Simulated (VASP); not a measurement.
Runs of VASP 6.6.1 on CdHgS2. The structure is that of space group P4/mmm (No. 123), or close to it. The cells are those of the table. 

```csv
task,potentials or basis,cell,k mesh,cutoff (eV),second run,gap on the mesh (eV),pressure (GPa)
single point,"VASP PAW PBE potentials, release 64 (Cd, Hg, S)","a = 5.046, b = 5.046, c = 3.590 Å, 4 atoms",10 × 10 × 14,520,-,none,0.4
single point,"VASP PAW PBE potentials, release 64 (Cd, Hg, S)","a = 5.141, b = 5.141, c = 3.376 Å, 4 atoms",4 × 4 × 6,520,-,none,(a)
relaxation of cell and atoms,"VASP PAW PBE potentials, release 64 (Cd, Hg, S)","relaxed from a = 5.141, b = 5.141, c = 3.376 Å, 4 atoms",10 × 10 × 14,600,-,none,0.0
single point,"VASP PAW PBE potentials, release 64 (Cd_sv_GW, Hg_sv_GW, S)","a = 5.141, b = 5.141, c = 3.376 Å, 4 atoms",4 × 4 × 6,540,valence_matched,none,-0.7
```

Alike in all rows: level PBE; no spin polarisation; smearing gaussian 0.1 eV.

Task: Estimate the missing entries.

Result: (a) 0.3.

Caveats: spin-orbit coupling is left out, which moves the levels of the heavy elements.

A k mesh can miss the band edges, and the runs leave out spin-orbit coupling on Cd, Hg.

A gap of «none» marks levels without a gap at the run's occupations.

The runs don't all hold the same shells in valence.
